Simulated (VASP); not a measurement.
**Si3N4: single point with PBEsol**

The system is Si3N4.

```xyz
7
Lattice="4.1050 0.0000 0.0000 0.0000 4.1050 0.0000 0.0000 0.0000 4.1050" Properties=species:S:1:pos:R:3 pbc="T T T"
Si    0.0000    0.0000    2.0525
Si    2.0525    0.0000    0.0000
Si    0.0000    2.0525    0.0000
N     0.9865    0.9865    3.1185
N     3.1185    3.1185    3.1185
N     0.9865    3.1185    0.9865
N     3.1185    0.9865    0.9865
```

- Program: VASP 6.6.1
- Task: single point
- Functional: PBEsol
- Potentials or basis: VASP PAW PBE potentials, release 64 (Si, N)
- Cutoff: 520 eV
- k mesh: 7 × 7 × 7
- Occupations: fermi-dirac, width 0.05 eV
- Spin: no spin polarisation
- Dipole correction: no
- Further INCAR settings: ALGO = Normal; EDIFF = 1e-06; NBANDS = 25

| Quantity | Value |
| --- | --- |
| Pressure | 0.3 GPa |
| Band gap on the k mesh | 2.61 eV, indirect (least direct gap 2.80 eV) |

Levels at points of the mesh, in eV from the valence-band top:
```csv
k point,band 14,band 15,band 16,band 17,band 18,band 19
"(0.00, 0.00, 0.00)",-0.19,-0.19,-0.19,2.61,2.61,2.61
```

It took 11 s on 1 thread of Intel(R) Xeon(R) 6975P-C (Granite Rapids), with other jobs on the host, peak memory 0.18 GiB.

Caveat: the PAW data sets were made with another functional, which shifts forces and pressure a little. Expect the measured gap to be larger: semilocal functionals such as PBEsol lack the derivative discontinuity.
